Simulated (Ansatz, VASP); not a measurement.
## One calculation of GaAs, two programs

```
CELL_PARAMETERS angstrom
0.00000 2.82685 2.82685
2.82685 0.00000 2.82685
2.82685 2.82685 0.00000
ATOMIC_POSITIONS crystal
As 0.75000 0.75000 0.75000
Ga 0.00000 0.00000 0.00000
```

Alike in both runs: functional revPBE; k mesh 5 × 5 × 5; occupations fermi-dirac, width 0.05 eV; no spin polarisation.

|  | VASP | Ansatz |
| --- | --- | --- |
| version | VASP 6.6.1 | Ansatz 0.2.0 |
| potentials or method | VASP PAW PBE potentials, release 64 (As, Ga_d) | Ansatz PAW |
| plane-wave cutoff (eV) | 520 | 420 |
| valence electrons in the cell | 18 | 28 |
| task | single point | projected density of states |

```csv
,VASP,Ansatz,Ansatz less VASP
gap on the k mesh at the Fermi level (eV),0.61,0.60,-0.006
least direct gap on the mesh (eV),0.61,0.60,-0.006
pressure (GPa),4.9,4.7,-0.16
```

VASP's potentials were made for PBE, not for revPBE. The functional is the same, so the differences come from potentials, cutoffs and numerics. VASP's potentials hold 18 valence electrons a cell and Ansatz's 28, so a difference there can come from the potentials and not from the codes.

Noted on Ansatz's run: odd divisions of the mesh miss points on the zone boundary, where band edges often lie, so the gap on the mesh can be too wide.
